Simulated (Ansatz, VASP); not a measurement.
# One calculation of Ta, two programs

The input INCAR:

```
SYSTEM = Ta
PREC = Accurate
ENCUT = 520
EDIFF = 1E-6
ISMEAR = 0
SIGMA = 0.15
LREAL = .FALSE.
LASPH = .TRUE.
NELM = 80
ALGO = Fast
ISIF = 2
LWAVE = .FALSE.
LCHARG = .TRUE.
GGA = PS
LELF = .TRUE.
LVHAR = .TRUE.
NBANDS = 12
```

File KPOINTS:

```
regular mesh
0
G
  14 14 14
  0 0 0
```

POSCAR

```
Ta
1.0
   -1.6402597622      1.6402597622      1.6402597622
    1.6402597622     -1.6402597622      1.6402597622
    1.6402597622      1.6402597622     -1.6402597622
Ta
1
Direct
    0.0000000000      0.0000000000      0.0000000000
```

Input for Ansatz:

```yaml
crystal:
  lattice:
    - [-1.6402597622, 1.6402597622, 1.6402597622]
    - [1.6402597622, -1.6402597622, 1.6402597622]
    - [1.6402597622, 1.6402597622, -1.6402597622]
  atoms:
    - { symbol: Ta, position: [0.0, 0.0, 0.0] }
basis:
  ecutwfc: 420
kpoints:
  mp_grid: { grid: [14, 14, 14] }
hamiltonian:
  xc: pbesol
scf:
  occupations: { method: gaussian, width: 0.15 }
output:
  forces: true
  stress: true
  eigenvalues: true
  write_density: true
  write_potential: true
  elf: true
  volumetric_format: npy
```

Alike in both runs: task single point; functional PBEsol; k mesh 14 × 14 × 14; occupations gaussian, width 0.15 eV; no spin polarisation.

```csv
,VASP,Ansatz
version,VASP 6.6.1,Ansatz 0.2.0
potentials or method,"VASP PAW PBE potentials, release 64 (Ta_pv), cutoff 520 eV","scalar-relativistic, plane waves, PAW"
valence electrons in the cell,11,13
```

Ansatz gave:

```
gap on the k mesh at the Fermi level (eV) : none
pressure (GPa)                            : 0.3
```

**Question.** Which values does VASP return?

**Answer.** gap on the k mesh at the Fermi level (eV): none; pressure (GPa): 0.6.

VASP's potentials were made for PBE, not for PBEsol. A gap of «none» marks a metal or a gap that the smearing closes. VASP's potentials hold 11 valence electrons a cell and Ansatz's 13, so a difference there can come from the potentials and not from the codes.

Neither program's run includes spin-orbit coupling.
